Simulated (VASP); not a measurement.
Input of a VASP 6.6.1 run:

INCAR

```
ALGO = Normal
EDIFF = 1E-6
ENCUT = 520
GGA = PS
ISIF = 2
ISMEAR = -1
LASPH = True
LCHARG = False
LREAL = False
LWAVE = False
NBANDS = 21
NELM = 80
PREC = Accurate
SIGMA = 0.1
```

File KPOINTS:

```
k-points
0
Gamma
  14 14 8
```

POSCAR

```
Ge
1.0
    2.9275147006      0.0000000000      0.0000000000
   -1.4637573503      2.5353021007      0.0000000000
    0.0000000000      0.0000000000      4.5494327972
Ge
2
Direct
    0.3333333333      0.6666666667      0.2500000000
    0.6666666667      0.3333333333      0.7500000000
```

Potentials or basis: VASP PAW PBE potentials, release 64 (Ge_d).

Run with:

```console
$ cat potpaw_PBE.64/Ge_d/POTCAR > POTCAR
$ mpirun -np 1 vasp_std > vasp.out
```

Estimate the band gap on the k mesh.

zero (bands 14 and 15 overlap by 10.29 eV).

What does it give for the pressure?

7.6 GPa.

Stress tensor (GPa, compression positive):
```
6.65 0.00 0.00
0.00 6.65 0.00
0.00 0.00 9.55
```

Caveat: the cell stands under pressure; the PAW data sets were made with another functional, which shifts forces and pressure a little.
